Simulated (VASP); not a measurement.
# ZrIn (P4/mmm) in VASP: further runs

Runs on ZrIn. Level: LDA. Tasks: single point.

Everything below comes from runs of VASP 6.6.1. Logs are shortened: lines on timing, memory, paths and dates and some standing lists are left out, and cuts for length are marked.

## 1. The cell of the first run

Symmetry: P4/mmm, No. 123, tetragonal system. Conventional cell: a = 3.182 Å, b = 3.182 Å, c = 4.513 Å, α = 90.00°, β = 90.00°, γ = 90.00°. Within 4.2 Å of Zr (site symmetry 4/mmm) lie 4 Zr at 3.18 Å and 8 In at 3.19 Å. Within 4.2 Å of In (site symmetry 4/mmm) lie 4 In at 3.18 Å and 8 Zr at 3.19 Å.

## 2. Single point, LDA

File INCAR:

```
SYSTEM = ZrIn
ALGO = Normal
EDIFF = 1E-6
ENCUT = 520
GGA = CA
ISIF = 2
ISMEAR = 1
LASPH = .True.
LCHARG = .True.
LELF = .True.
LREAL = .False.
LVHAR = .True.
LWAVE = .False.
NBANDS = 20
NELM = 100
PREC = Accurate
SIGMA = 0.1
```

File KPOINTS:

```
k-points
0
Gamma
  7 7 5
  0 0 0
```

File POSCAR:

```
ZrIn
1.0
    3.1819780684      0.0000000000      0.0000000000
    0.0000000000      3.1819780684      0.0000000000
    0.0000000000      0.0000000000      4.5127143137
Zr In
1 1
Direct
    0.0000000000      0.0000000000      0.0000000000
    0.5000000000      0.5000000000      0.5000000000
```

Potentials or basis: VASP PAW LDA potentials, release 64 (Zr_sv, In_d).

On the command line:

```bash
$ cat potpaw_LDA.64/Zr_sv/POTCAR potpaw_LDA.64/In_d/POTCAR > POTCAR
$ mpirun -np 1 vasp_std > vasp.out
```

OUTCAR:

```text
SYSTEM = ZrIn
   EDIFF = 1E-6
   ENCUT = 520
   GGA = CA
   ISIF = 2
   ISMEAR = 1
   LASPH = .True.
   LREAL = .False.
   NELM = 100
   PREC = Accurate

 ion  position               nearest neighbor table
   1  0.000  0.000  0.000-   2 3.19   2 3.19   2 3.19   2 3.19   2 3.19   2 3.19   2 3.19   2 3.19

   2  0.500  0.500  0.500-   1 3.19   1 3.19   1 3.19   1 3.19   1 3.19   1 3.19   1 3.19   1 3.19

  LATTYP: Found a simple tetragonal cell.
 ALAT       =     3.1819780684
 C/A-ratio  =     1.4182103763

  Lattice vectors:

 A1 = (   3.1819780684,   0.0000000000,   0.0000000000)
 A2 = (   0.0000000000,   3.1819780684,   0.0000000000)
 A3 = (   0.0000000000,   0.0000000000,   4.5127143137)

Analysis of symmetry for initial positions (statically):
=====================================================================
 Subroutine PRICEL returns:
 Original cell was already a primitive cell.

 Routine SETGRP: Setting up the symmetry group for a
 simple tetragonal supercell.

 Subroutine GETGRP returns: Found 16 space group operations
 (whereof 16 operations were pure point group operations)
 out of a pool of 16 trial point group operations.

The static configuration has the point symmetry D_4h.

Analysis of symmetry for dynamics (positions and initial velocities):
=====================================================================
 Subroutine PRICEL returns:
 Original cell was already a primitive cell.

 Routine SETGRP: Setting up the symmetry group for a
 simple tetragonal supercell.

 Subroutine GETGRP returns: Found 16 space group operations
 (whereof 16 operations were pure point group operations)
 out of a pool of 16 trial point group operations.

The dynamic configuration has the point symmetry D_4h.

 Subroutine INISYM returns: Found 16 space group operations
 (whereof 16 operations are pure point group operations),
 and found     1 'primitive' translations

----------------------------------------------------------------------------------------

                                     Primitive cell

  volume of cell :      45.6912

  direct lattice vectors                    reciprocal lattice vectors
     3.181978068  0.000000000  0.000000000     0.314269922  0.000000000  0.000000000
     0.000000000  3.181978068  0.000000000     0.000000000  0.314269922  0.000000000
     0.000000000  0.000000000  4.512714314     0.000000000  0.000000000  0.221596124

  length of vectors
     3.181978068  3.181978068  4.512714314     0.314269922  0.314269922  0.221596124

  position of ions in fractional coordinates (direct lattice)
     0.000000000  0.000000000  0.000000000
[... 73 lines left out ...]
   LNONCOLLINEAR =      F non collinear calculations
   LSORBIT =      F    spin-orbit coupling
   LASPH  =      T    aspherical Exc in radial PAW
   ENCUT  =  520.0 eV  38.22 Ry    6.18 a.u.   5.92  5.92  8.39*2*pi/ulx,y,z
   NELM   =    100;   NELMIN=  2; NELMDL= -5     # of ELM steps
   EDIFF  = 0.1E-05   stopping-criterion for ELM
   LREAL  =      F    real-space projection
   EDIFFG = 0.1E-04   stopping-criterion for IOM
   NSW    =      0    number of steps for IOM
   IBRION =     -1    ionic relax: 0-MD 1-quasi-New 2-CG
   NFREE  =      0    steps in history (QN), initial steepest desc. (CG)
   ISIF   =      2    stress and relaxation
   ISYM   =      2    0-nonsym 1-usesym 2-fastsym
   POTIM  = 0.5000    time-step for ionic-motion
   TEBEG  =    0.0;   TEEND  =   0.0 temperature during run
   PSTRESS=    0.0 pullay stress
   NELECT =      25.0000    total number of electrons
   NUPDOWN=      -1.0000    fix difference up-down
   EMIN   =  10.00;   EMAX   =-10.00  energy-range for DOS
   EFERMI =   0.00;   METHOD = LEGACY
   ISMEAR =     1;   SIGMA  =   0.10  broadening in eV -4-tet -1-fermi 0-gaus
   EFERMI_NEDOS =   21; number of points for ismear=-14 and -15
   IALGO  =     38    algorithm
   IMIX   =      4    mixing-type and parameters
     AMIX     =   0.40;   BMIX     =  1.00
     AMIX_MAG =   1.60;   BMIX_MAG =  1.00
  volume/ion in A,a.u.               =      22.85       154.17
  Fermi-wavevector in a.u.,A,eV,Ry     =   1.338990  2.530325 24.393818  1.792895
  Thomas-Fermi vector in A             =   2.467417
   LORBIT       =      0    0 simple, 1 ext, 2 COOP (PROOUT), +10 PAW based schemes
   GGA     = CA    functional components
   LHFCALC =     F    Hartree Fock is set to
   AEXX    =    0.0000 exact exchange contribution
   IVDW    =     0    specifies the selected vdW correction
   LEPSILON=     F    determine dielectric tensor
   LRPA    =     F    only Hartree local field effects (RPA)
 non-spin polarized calculation
 Methfessel and Paxton  Order N= 1 SIGMA  =   0.10
  energy-cutoff  :      520.00
  volume of cell :       45.69
 maximum number of plane-waves:      1246
 NGX is ok and might be reduce to    24
   NGX = 11   NGY = 11   NGZ = 17

 number of electron      25.0000011 magnetization

 Free energy of the ion-electron system (eV)
  ---------------------------------------------------
  ext. energy  EPLUGINS =         0.00000000
  ---------------------------------------------------
  free energy    TOTEN  =       -13.20807283 eV

  energy without entropy =      -13.20313875  energy(sigma->0) =      -13.20642814

 E-fermi :   8.7326     XC(G=0): -11.3005

 val. band max:        8.6934667076   @ k =   0.1429   0.0000   0.2000
 cond. band min:       8.7363168482   @ k =   0.1429   0.1429   0.2000
 fundamental gap:      0.0428501406
 Fermi energy:         8.7326304540

 k-point     1 :       0.0000    0.0000    0.0000
  band No.  band energies     occupation
      1     -39.9072      2.00000
      2     -18.2210      2.00000
      3     -17.7383      2.00000
      4     -17.7383      2.00000
      5      -5.7397      2.00000
      6      -5.4935      2.00000
[... 541 lines left out ...]
     19      18.3150      0.00000
     20      19.2148      0.00000

 [... further k-points ...]
[... 5 lines left out ...]
  --------------------------------------------------------------------------------------
  -------------------------------------------------------------------------------------
  Total       -2.4610800     -2.4610800     -2.7163483      0.0000000      0.0000000      0.0000000
  in kB      -86.2986713    -86.2986713    -95.2497474      0.0000000      0.0000000      0.0000000
  external PRESSURE =     -89.2823634 kB  Pullay stress =       0.0000000 kB

 VOLUME and BASIS-vectors are now :
 -----------------------------------------------------------------------------
  energy-cutoff  :      520.00
  volume of cell :       45.69
      direct lattice vectors                 reciprocal lattice vectors
     3.181978068  0.000000000  0.000000000     0.314269922  0.000000000  0.000000000
     0.000000000  3.181978068  0.000000000     0.000000000  0.314269922  0.000000000
     0.000000000  0.000000000  4.512714314     0.000000000  0.000000000  0.221596124

 POSITION                                       TOTAL-FORCE (eV/Angst)
 -----------------------------------------------------------------------------------
      0.00000      0.00000      0.00000         0.000000      0.000000      0.000000
      1.59099      1.59099      2.25636         0.000000      0.000000      0.000000
 -----------------------------------------------------------------------------------
    total drift:                                0.000000      0.000000     -0.000000

  FREE ENERGIE OF THE ION-ELECTRON SYSTEM (eV)
  ---------------------------------------------------
  free  energy   TOTEN  =       -13.2080728279 eV

  energy  without entropy=      -13.2031387541  energy(sigma->0) =      -13.20642814
```

OSZICAR:

```text
N       E                     dE             d eps       ncg     rms          rms(c)
DAV:   1     0.243249186088E+03    0.24325E+03   -0.12567E+04  1228   0.157E+03
DAV:   2     0.515284015049E+01   -0.23810E+03   -0.23037E+03  1248   0.420E+02
DAV:   3    -0.127506296757E+02   -0.17903E+02   -0.17562E+02  1420   0.115E+02
DAV:   4    -0.138290161580E+02   -0.10784E+01   -0.10696E+01  2020   0.219E+01
DAV:   5    -0.138520531052E+02   -0.23037E-01   -0.23024E-01  1428   0.278E+00    0.102E+01
DAV:   6    -0.132960121674E+02    0.55604E+00   -0.89415E-01  1356   0.758E+00    0.384E+00
DAV:   7    -0.132156066163E+02    0.80406E-01   -0.22426E-01  1804   0.446E+00    0.122E+00
DAV:   8    -0.132089495813E+02    0.66570E-02   -0.14017E-02  1692   0.802E-01    0.479E-01
DAV:   9    -0.132080910259E+02    0.85856E-03   -0.20759E-03  1524   0.546E-01    0.706E-02
DAV:  10    -0.132080772374E+02    0.13789E-04   -0.15596E-04  1936   0.141E-01    0.280E-02
DAV:  11    -0.132080730170E+02    0.42203E-05   -0.11228E-05  1504   0.283E-02    0.132E-02
DAV:  12    -0.132080728279E+02    0.18910E-06   -0.53406E-07   880   0.751E-03
   1 F= -.13208073E+02 E0= -.13206428E+02  d E =-.493407E-02
```

Wall time 11 s (1 thread of Intel Xeon 6975P-C (Granite Rapids), shared host); peak memory 0.15 GiB.

Results:

| Quantity | Value |
| --- | --- |
| Free energy | -13.2081 eV |
| Pressure | -8.9 GPa |

Caveat: spin-orbit coupling is left out, which moves the levels of the heavy elements.

## 3. Single point, LDA

This run uses another cell than the first one, of 23.50 Å³/atom, 1.029 times its volume.

File INCAR:

```
PREC     = Accurate       # precision mode
ENCUT    = 520            # plane-wave cutoff, eV
EDIFF    = 1E-6           # SCF threshold, eV
ISMEAR   = 1              # smearing method
SIGMA    = 0.1            # smearing width, eV
LREAL    = F              # projectors in reciprocal space
LASPH    = T              # aspherical terms in the spheres
NELM     = 60             # most SCF steps
ALGO     = Normal         # electronic algorithm
ISIF     = 2              # what is computed and relaxed
LWAVE    = F              # write WAVECAR
LCHARG   = T              # write CHGCAR
LELF     = T              # ELF
LVHAR    = T            
NBANDS   = 20             # bands
```

File KPOINTS:

```
Automatic mesh
0
Gamma
  7 7 5
```

File POSCAR:

```
ZrIn
1.0
    3.2122844455      0.0000000000      0.0000000000
    0.0000000000      3.2122844455      0.0000000000
    0.0000000000      0.0000000000      4.5556951321
Zr In
1 1
Direct
    0.0000000000      0.0000000000      0.0000000000
    0.5000000000      0.5000000000      0.5000000000
```

Potentials or basis: VASP PAW LDA potentials, release 64 (Zr_sv, In_d).

On the command line:

```bash
$ cat potpaw_LDA.64/Zr_sv/POTCAR potpaw_LDA.64/In_d/POTCAR > POTCAR
$ mpirun -np 1 vasp_std > vasp.out
```

Run time: 8.6 s. Hardware: 1 thread of Intel Xeon 6975P-C (Granite Rapids), shared host; peak memory 0.15 GiB.

The run converged. Its results:

| Property | Result |
| --- | --- |
| Free energy | -13.1274 eV |
| Pressure | -10.8 GPa |

Stress tensor (GPa, compression positive):
```
-10.48   0.00   0.00
  0.00 -10.48   0.00
  0.00   0.00 -11.42
```

Levels at points of the mesh, in eV from the Fermi level:
```
           k point  band 10  band 11  band 12  band 13  band 14  band 15  band 16  band 17
(0.00, 0.00, 0.00)    -8.49    -1.56    -0.91    -0.23     2.66     2.66     4.00     5.93
```

Caveat: spin-orbit coupling is left out, which moves the levels of the heavy elements.
